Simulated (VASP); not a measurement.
CoO: single point with PBEsol

CoO:

```
Co O
1.0
     1.53500    0.88623    2.48778
    -1.53500    0.88623    2.48778
     0.00000   -1.77246    2.48778
Co O
1 1
Direct
  0.00000 0.00000 0.00000
  0.50000 0.50000 0.50000
```

```yaml
Program: VASP 6.6.1
Task: single point
Functional: PBEsol
Potentials_or_basis: VASP PAW PBE potentials, release 64 (Co, O)
Cutoff: 520 eV
k_mesh: 11 × 11 × 11
Occupations: fermi-dirac, width 0.05 eV
Spin: collinear spin, ferromagnetic start
Starting_moments: "[2.0, 0.0] μB"
Dipole_correction: no
Further_INCAR_settings: ALGO = Normal; EDIFF = 1e-06; NBANDS = 18
```

The pressure is -17.9 GPa, the band gap on the k mesh is zero (filled and empty bands overlap) and the net moment is 2.99 μB per cell. The site moments are Co +2.60; O +0.33 μB and the valence electrons inside the program's atomic spheres are Co 7.72; O 4.93.

Stress tensor (GPa, compression positive):
```
-17.84   0.00   0.00
  0.00 -17.84   0.00
  0.00   0.00 -17.94
```

Levels at points of the mesh, in eV from the Fermi level:
Spin up:
```csv
k point,band 5,band 6,band 7,band 8,band 9,band 10,band 11,band 12,band 13,band 14
"(0.00, 0.00, 0.00)",-3.10,-3.06,-3.03,-3.03,-2.98,0.60,16.42,17.47,17.47,17.67
```
Spin down:
| k point | band 4 | band 5 | band 6 | band 7 | band 8 | band 9 |
| --- | --- | --- | --- | --- | --- | --- |
| (0.00, 0.00, 0.00) | -2.36 | -1.01 | -1.01 | -0.99 | -0.07 | -0.07 |

Wall time 44 s on 1 thread of Intel(R) Xeon(R) 6975P-C (Granite Rapids) (shared host), peak memory 0.21 GiB.

Caveat: the cell stands under tension; the PAW data sets were made with another functional, which shifts forces and pressure a little; a cell with one magnetic atom can't hold antiferromagnetic order, which such compounds often take; semilocal functionals often make such compounds metallic where correlation or magnetic order opens a gap, which also shifts bond lengths. With open d or f shells a metallic result of PBEsol can be an artefact of self-interaction; +U or a hybrid may open a gap.
